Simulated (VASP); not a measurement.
Write the native input for VASP 6.6.1 that does the following.

| Quantity | Value |
| --- | --- |
| Task | single point |
| Functional | PBE |
| Potentials or basis | VASP PAW PBE potentials, release 64 (Mn_pv, S) |
| Cutoff | 520 eV |
| k mesh | 8 × 8 × 8 |
| Occupations | gaussian, width 0.05 eV |
| Spin | collinear spin, antiferromagnetic start |
| Starting moments | [4.94, -4.94, 0.0, 0.0] μB |
| Hubbard terms | Mn d U = 3.9 eV |
| Dipole correction | no |
| Further INCAR settings | ALGO = Normal; EDIFF = 1e-07; NBANDS = 31 |

The structure of MnS lies in POSCAR:

```
MnS
1.0
   -2.6563410311     -2.6563410311      5.3348992528
   -5.3348992528     -2.6563410311      2.6563410311
   -2.6563410311     -5.3348992528      2.6563410311
Mn S
2 2
Direct
    0.0000000000      0.0000000000      0.0000000000
    0.5000000000      0.5000000000      0.5000000000
    1.2499999968     -0.7500000032     -0.7500000032
    1.7500000032     -0.2499999968     -0.2499999968
```

These files were run (other wordings do the same):

INCAR

```
PREC     = Accurate       # precision mode
ENCUT    = 520            # plane-wave cutoff, eV
EDIFF    = 1E-7           # SCF threshold, eV
ISMEAR   = 0              # smearing method
SIGMA    = 0.05           # smearing width, eV
LREAL    = F              # projectors in reciprocal space
LASPH    = T              # aspherical terms in the spheres
NELM     = 150            # most SCF steps
ALGO     = Normal         # electronic algorithm
ISIF     = 2              # what is computed and relaxed
LWAVE    = F              # write WAVECAR
LCHARG   = F              # write CHGCAR
ISPIN    = 2              # spin polarisation
MAGMOM   = 4.94 -4.94 0 0 # initial moments
LORBIT   = 11             # projections on sites
LMAXMIX  = 4              # l up to which the mixer works
LDAU     = T              # DFT+U
LDAUTYPE = 2            
LDAUL    = 2 -1           # shell
LDAUU    = 3.9 0          # U, eV
LDAUJ    = 0 0          
LDAUPRINT= 1            
GGA      = PE             # functional
NBANDS   = 31             # bands
```

KPOINTS

```
regular mesh
0
Gamma
  8 8 8
```

Potentials or basis: VASP PAW PBE potentials, release 64 (Mn_pv, S).

Run with:

```sh
$ cat potpaw_PBE.64/Mn_pv/POTCAR potpaw_PBE.64/S/POTCAR > POTCAR
$ mpirun -np 1 vasp_std > vasp.out
```

Results of the run:

```json
{
  "Pressure": "-3.2 GPa",
  "Band gap on the k mesh": "2.28 eV",
  "Net moment": "0.00 μB per cell",
  "Site moments": "Mn +4.55, -4.55; S +0.00 μB",
  "Valence electrons inside the program's atomic spheres": "Mn 11.23; S 3.75"
}
```

Caveat: the cell stands under tension; the antiferromagnetic order is the one typed at the start, and another may lie lower.

Wall time 22 min on 1 thread of Intel Xeon 8259CL, on a shared host, peak memory 0.57 GiB.
